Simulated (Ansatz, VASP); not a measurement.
# One calculation of ScInS3, two programs

```
CELL_PARAMETERS angstrom
5.29840 0.00000 0.00000
-2.64920 4.58855 0.00000
0.00000 0.00000 4.96423
ATOMIC_POSITIONS crystal
Sc 0.00000 0.00000 0.00000
In 0.00000 0.00000 0.50000
S 0.50000 0.00000 0.00000
S 0.00000 0.50000 0.00000
S 0.50000 0.50000 0.00000
```

Alike in both runs: task relaxation of cell and atoms; functional PBE; k mesh 6 × 6 × 4; occupations gaussian, width 0.1 eV; no spin polarisation.

```csv
,VASP,Ansatz
version,VASP 6.6.1,Ansatz 0.2.0
potentials or method,"VASP PAW PBE potentials, release 64 (Sc_sv, In_d, S), cutoff 600 eV","scalar-relativistic, plane waves, PAW"
valence electrons in the cell,42,42
```

```tsv
	VASP	Ansatz	Ansatz less VASP
gap on the k mesh at the Fermi level, each at its own relaxed structure (eV)	none	none	-
relaxed volume (Å³/atom)	29.13	29.08	-0.044
relaxed cell length with the largest relative difference (Å)	5.293	5.291	-0.0028
```

A gap of «none» marks a metal or a gap that the smearing closes.

Noted on VASP's run: the volume moved by over 15 % at a fixed basis, so the end points are rough.
